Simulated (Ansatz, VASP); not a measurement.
# Two plane-wave programs on Na

```
Na
1.0
     2.61388    0.00000    0.00000
     0.00000    2.61388    0.00000
     0.00000    0.00000    2.61388
Na
1
Direct
  0.00000 0.00000 0.00000
```

Alike in both runs: task single point; functional LDA; k mesh 18 × 18 × 18; occupations fermi-dirac, width 0.05 eV; no spin polarisation.

|  | VASP | Ansatz |
| --- | --- | --- |
| version | VASP 6.6.1 | Ansatz 0.2.0 |
| potentials or method | VASP PAW LDA potentials, release 64 (Na_pv) | PAW with Ansatz's default frozen-core files, scalar-relativistic |
| plane-wave cutoff (eV) | 520 | 420 |
| valence electrons in the cell | 7 | 9 |

VASP gave:

- gap on the k mesh at the Fermi level (eV): none
- pressure (GPa): 18.7

Problem. Estimate Ansatz's values.

Solution. gap on the k mesh at the Fermi level (eV): none; pressure (GPa): 18.6.

LDA's correlation is that of Perdew and Zunger in VASP and of Perdew and Wang (1992) in Ansatz. A gap of «none» marks a metal or a gap that the smearing closes. VASP's potentials hold 7 valence electrons a cell and Ansatz's 9, so a difference there can come from the potentials and not from the codes.
